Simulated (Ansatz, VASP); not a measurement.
**One calculation of TiSi2, two programs**

File INCAR:

```
  PREC = Accurate
  ENCUT = 520
  EDIFF = 1E-8
  ISMEAR = -1
  SIGMA = 0.08
  LREAL = F
  LASPH = T
  NELM = 80
  ALGO = Normal
  ISIF = 2
  LWAVE = F
  LCHARG = F
  GGA = PS
  LEFG = T
  NBANDS = 29
```

File KPOINTS:

```
Automatic mesh
0
Gamma
  8 8 8
```

Contents of POSCAR:

```
TiSi2
1.0
    0.0000000000      4.0623445288      4.2039051019
    2.3542460462      0.0000000000      4.2039051019
    2.3542460462      4.0623445288      0.0000000000
Ti Si
2 4
Direct
    0.7500000000      0.7500000000      0.7500000000
    0.5000000000      0.5000000000      0.5000000000
    0.0830000000      0.4170000000      0.0830000000
    0.4170000000      0.0830000000      0.4170000000
    0.1670000000      0.8330000000      0.1670000000
    0.8330000000      0.1670000000      0.8330000000
```

Input for Ansatz:

```yaml
crystal:
  lattice:
    - [0.0, 4.0623445288, 4.2039051019]
    - [2.3542460462, 0.0, 4.2039051019]
    - [2.3542460462, 4.0623445288, 0.0]
  atoms:
    - { symbol: Ti, position: [0.75, 0.75, 0.75] }
    - { symbol: Ti, position: [0.5, 0.5, 0.5] }
    - { symbol: Si, position: [0.083, 0.417, 0.083] }
    - { symbol: Si, position: [0.417, 0.083, 0.417] }
    - { symbol: Si, position: [0.167, 0.833, 0.167] }
    - { symbol: Si, position: [0.833, 0.167, 0.833] }
kpoints:
  mp_grid: { grid: [8, 8, 8] }
scf:
  occupations: { method: fermi_dirac, width: 0.08 }
hamiltonian:
  xc: pbesol
  pseudopotentials: { kind: paw }
output:
  forces: true
  stress: true
  eigenvalues: true
  efg: { contact_densities: true }
```

Change from the starting cell: volume scaled by 0.96, PAW files.

Alike in both runs: task electric field gradients; functional PBEsol; k mesh 8 × 8 × 8; occupations fermi-dirac, width 0.08 eV; no spin polarisation.

|  | VASP | Ansatz |
| --- | --- | --- |
| version | VASP 6.6.1 | Ansatz 0.2.0 |
| potentials or method | VASP PAW PBE potentials, release 64 (Ti_sv, Si) | PAW with Ansatz's default frozen-core files, scalar-relativistic |
| plane-wave cutoff (eV) | 520 | 420 |
| valence electrons in the cell | 40 | 40 |

```csv
,VASP,Ansatz,Ansatz less VASP
pressure (GPa),5.0,4.8,-0.14
"traceless stress, the component that is largest in VASP (GPa)",-1.38,-1.34,+0.037
rms of the force components (eV/Å),0.086,0.086,0.0000
size of Vzz on the site where it differs most (V/Å²),10.1,10.9,+0.80
```

VASP's potentials were made for PBE, not for PBEsol. Atom by atom the forces differ by 0.000 eV/Å (rms over components). The functional is the same, so the differences come from potentials, cutoffs and numerics.
